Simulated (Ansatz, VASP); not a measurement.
This is a calculation of Zn for VASP 6.6.1.

File POSCAR:

```
Zn
1.0
   -1.5935815700      1.7766151400      1.7460215800
    1.5039206500     -1.5066388000      1.3863843100
    1.5441115400      1.4571687700     -1.4760452300
Zn
1
Direct
    0.0000000000      0.0000000000      0.0000000000
```

INCAR.step1

```
SYSTEM = Zn
PREC = Accurate
ENCUT = 520
EDIFF = 1E-5
ISMEAR = -1
SIGMA = 0.05
LREAL = .False.
LASPH = .True.
NELM = 60
ALGO = Normal
ISIF = 2
LWAVE = .True.
LCHARG = .False.
NBANDS = 12
GGA = PE
```

INCAR.step2

```
SYSTEM = Zn
PREC = Accurate
ENCUT = 520
EDIFF = 1E-6
ISMEAR = -1
SIGMA = 0.05
LREAL = .False.
LASPH = .True.
NELM = 60
ALGO = Normal
ISIF = 2
LWAVE = .False.
LCHARG = .False.
GGA = B3
LHFCALC = .True.
AEXX = 0.2
AGGAX = 0.72
AGGAC = 0.81
ALDAC = 0.19
PRECFOCK = Normal
NBANDS = 12
ISTART = 1
```

File KPOINTS:

```
regular mesh
0
Gamma
  6 6 6
  0 0 0
```

Potentials or basis: VASP PAW PBE potentials, release 64 (Zn).

Launch:

```bash
$ cat potpaw_PBE.64/Zn/POTCAR > POTCAR
$ cp INCAR.step1 INCAR
$ mpirun -np 1 vasp_std > vasp.out
$ cp INCAR.step2 INCAR
$ mpirun -np 1 vasp_std > vasp.out
```

Problem. Translate it to Ansatz 0.2.0. Potentials there: Ansatz PAW.

Solution. As run (the cutoff follows the program's own potentials):

The input input:

```
crystal:
  lattice:
    - [-1.59358157, 1.77661514, 1.74602158]
    - [1.50392065, -1.5066388, 1.38638431]
    - [1.54411154, 1.45716877, -1.47604523]
  atoms:
    - { symbol: Zn, position: [0.0, 0.0, 0.0] }
hamiltonian:
  xc: b3lyp
  pseudopotentials: { kind: paw }
kpoints:
  mp_grid: { grid: [6, 6, 6] }
scf:
  occupations: { method: fermi_dirac, width: 0.05 }
output:
  forces: true
  stress: true
  eigenvalues: true
```

Both were run:

|  | VASP | Ansatz | Ansatz less VASP |
| --- | --- | --- | --- |
| gap on the k mesh at the Fermi level (eV) | none | none | - |
| pressure (GPa) | 6.7 | 6.6 | -0.05 |
| traceless stress, the component that is largest in VASP (GPa) | 1.33 | 1.30 | -0.030 |

VASP's potentials were made for PBE, not for B3LYP. A gap of «none» marks a metal or a gap that the smearing closes.

The k mesh is coarse, so the values compare programs but aren't converged.
